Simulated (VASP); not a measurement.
Here is a VASP 6.6.1 calculation.

Contents of INCAR:

```
SYSTEM = C
ALGO = Normal ; EDIFF = 1E-6
ENCUT = 520 ; GGA = PS
ISIF = 2 ; ISMEAR = -1
LASPH = .TRUE. ; LCHARG = .FALSE.
LREAL = .FALSE. ; LWAVE = .FALSE.
NBANDS = 16 ; NELM = 100
PREC = Accurate ; SIGMA = 0.02
```

The input KPOINTS:

```
k-points
0
G
  12 9 12
  0 0 0
```

The input POSCAR:

```
C
1.0
   -1.7769029944      1.7769029944      0.0000000000
    0.0000000000      0.0000000000      3.5538059888
    1.7769029944      1.7769029944      0.0000000000
C
4
Direct
    0.5000000000      0.3750000000      0.2500000000
    0.0000000000      0.8750000000      0.7500000000
    0.0000000000      0.1250000000      0.2500000000
    0.5000000000      0.6250000000      0.7500000000
```

Potentials or basis: VASP PAW PBE potentials, release 64 (C).

Run with:

```sh
$ cat potpaw_PBE.64/C/POTCAR > POTCAR
$ mpirun -np 1 vasp_std > vasp.out
```

Problem. Estimate the pressure.

Solution. 1.1 GPa.

Problem. What does it give for the band gap on the k mesh?

Solution. 4.04 eV.

Caveat: the PAW data sets were made with another functional, which shifts forces and pressure a little. PBEsol gaps usually lie below the measured ones, often by a third to a half.
